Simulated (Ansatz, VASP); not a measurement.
Lu3AlAs4 in VASP and in Ansatz

File INCAR:

```
SYSTEM = Lu3AlAs4
PREC     = Accurate       ! precision mode
ENCUT    = 520            ! plane-wave cutoff, eV
EDIFF    = 1E-6           ! SCF threshold, eV
ISMEAR   = -1             ! smearing method
SIGMA    = 0.02           ! smearing width, eV
LREAL    = .FALSE.        ! projectors in reciprocal space
LASPH    = .TRUE.         ! aspherical terms in the spheres
NELM     = 80             ! most SCF steps
ALGO     = Normal         ! electronic algorithm
ISIF     = 2              ! what is computed and relaxed
LWAVE    = .FALSE.        ! write WAVECAR
LCHARG   = .FALSE.        ! write CHGCAR
GGA      = PE             ! functional
NBANDS   = 59             ! bands
```

The input KPOINTS:

```
Automatic mesh
0
G
  4 4 4
  0 0 0
```

Contents of POSCAR:

```
Lu3AlAs4
1.0
    5.6208382805      0.0000000000      0.0000000000
    0.0000000000      5.6208382805      0.0000000000
    0.0000000000      0.0000000000      5.6208382805
Al As Lu
1 4 3
Direct
    0.0000000000      0.0000000000      0.0000000000
    0.5000000000      0.5000000000      0.5000000000
    0.0000000000      0.0000000000      0.5000000000
    0.0000000000      0.5000000000      0.0000000000
    0.5000000000      0.0000000000      0.0000000000
    0.5000000000      0.5000000000      0.0000000000
    0.5000000000      0.0000000000      0.5000000000
    0.0000000000      0.5000000000      0.5000000000
```

Input for Ansatz:

```yaml
crystal:
  lattice:
    - [5.6208382805, 0.0, 0.0]
    - [0.0, 5.6208382805, 0.0]
    - [0.0, 0.0, 5.6208382805]
  atoms:
    - { symbol: Al, position: [0.0, 0.0, 0.0] }
    - { symbol: As, position: [0.5, 0.5, 0.5] }
    - { symbol: Lu, position: [0.5, 0.5, 0.0] }
    - { symbol: As, position: [0.0, 0.0, 0.5] }
    - { symbol: Lu, position: [0.5, 0.0, 0.5] }
    - { symbol: As, position: [0.0, 0.5, 0.0] }
    - { symbol: Lu, position: [0.0, 0.5, 0.5] }
    - { symbol: As, position: [0.5, 0.0, 0.0] }
kpoints:
  mp_grid: { grid: [4, 4, 4] }
  band_path:
    path:
      - [0.0, 0.0, 0.0]
      - [0.0, 0.5, 0.0]
      - [0.5, 0.5, 0.0]
      - [0.5, 0.5, 0.5]
      - [0.0, 0.1, 0.0]
      - [0.2, 0.2, 0.2]
    npoints: 1
hamiltonian:
  xc: pbe
scf:
  occupations: { method: fermi_dirac, width: 0.02 }
  n_extra_bands: 6
output:
  forces: true
  stress: true
  eigenvalues: true
```

Alike in both runs: task single point; functional PBE; k mesh 4 × 4 × 4; occupations fermi-dirac, width 0.02 eV; no spin polarisation.

```csv
,VASP,Ansatz
version,VASP 6.6.1,Ansatz 0.2.0
potentials or method,"VASP PAW PBE potentials, release 64 (Al, As, Lu)","plane waves, PAW"
plane-wave cutoff (eV),520,420
valence electrons in the cell,98,138
```

|  | VASP | Ansatz | Ansatz less VASP |
| --- | --- | --- | --- |
| pressure (GPa) | 1.2 | 0.9 | -0.27 |

With one functional, cell and mesh, what is left measures potentials, basis and numerics. VASP's potentials hold 98 valence electrons a cell and Ansatz's 138, so a difference there can come from the potentials and not from the codes.

Neither program's run includes spin-orbit coupling.
